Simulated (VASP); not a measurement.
The system is HgTe.

```xyz
2
Lattice="0.0000 3.1073 3.1073 3.1073 0.0000 3.1073 3.1073 3.1073 0.0000" Properties=species:S:1:pos:R:3 pbc="T T T"
Hg    0.0000    0.0000    0.0000
Te    1.5536    1.5536    1.5536
```

```yaml
Program: VASP 6.6.1
Task: relaxation of cell and atoms
Functional: PBE
Potentials_or_basis: VASP PAW PBE potentials, release 64 (Hg, Te)
Cutoff: 600 eV
k_mesh: 6 × 6 × 6
Occupations: fermi-dirac, width 0.02 eV
Spin: no spin polarisation
```

At the start: pressure 12.0 GPa; volume 30.00 Å³/atom.

**Question.** How do energy, volume and symmetry change on relaxing?

**Answer.** Over 5 steps the energy falls by 209.2 meV/atom and the volume is 36.88 Å³/atom (+22.9 %); space group F-43m (No. 216, to 0.05 Å).

The path:
| step | energy change (eV) | largest force (eV/Å) | pressure (GPa) | volume (Å³) |
| --- | --- | --- | --- | --- |
| 1 | 0.0000 | 0.0000 | 12.05 | 60.00 |
| 2 | -0.3430 | 0.0000 | -2.69 | 81.80 |
| 3 | -0.4183 | 0.0000 | 0.09 | 73.56 |
| 4 | -0.4183 | 0.0000 | -0.04 | 73.85 |
| 5 | -0.4184 | 0.0000 | 0.00 | 73.75 |

Final structure:
```
Hg Te
1.0
     0.00000    3.32851    3.32851
     3.32851    0.00000    3.32851
     3.32851    3.32851    0.00000
Hg Te
1 1
Direct
  0.00000 0.00000 0.00000
  0.25000 0.25000 0.25000
```

Caveat: the volume moved by over 15 % at a fixed basis, so the end points are rough.
